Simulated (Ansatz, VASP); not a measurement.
## Two plane-wave programs on B2As3

```
B As
1.0
     3.42681    0.00000    0.00000
    -1.71341    2.96771    0.00000
     0.00000    0.00000   15.32296
B As
4 6
Direct
  0.66667 0.33333 0.80925
  0.00000 0.00000 0.62883
  0.33333 0.66667 0.19075
  0.00000 0.00000 0.37117
  0.66667 0.33333 0.95028
  0.00000 0.00000 0.76623
  0.33333 0.66667 0.58447
  0.33333 0.66667 0.04972
  0.00000 0.00000 0.23377
  0.66667 0.33333 0.41553
```

Alike in both runs: functional PBE; k mesh 12 × 12 × 2; occupations gaussian, width 0.1 eV; no spin polarisation.

Ansatz relaxed the structure, and its values are those at the end. VASP's run is a single point on that final structure, the one shown.

```csv
,VASP,Ansatz
version,VASP 6.6.1,Ansatz 0.2.0
potentials or method,"VASP PAW PBE potentials, release 64 (B, As), cutoff 520 eV","scalar-relativistic, plane waves, PAW"
valence electrons in the cell,42,102
```

|  | VASP | Ansatz | Ansatz less VASP |
| --- | --- | --- | --- |
| gap on the k mesh at the Fermi level (eV) | none | none | - |
| pressure (GPa) | 0.4 | 0.0 | -0.45 |
| rms of the force components (eV/Å) | 0.015 | 0.002 | -0.0128 |

A gap of «none» marks a metal or a gap that the smearing closes. The functional is the same, so the differences come from potentials, cutoffs and numerics. VASP's potentials hold 42 valence electrons a cell and Ansatz's 102, so a difference there can come from the potentials and not from the codes.
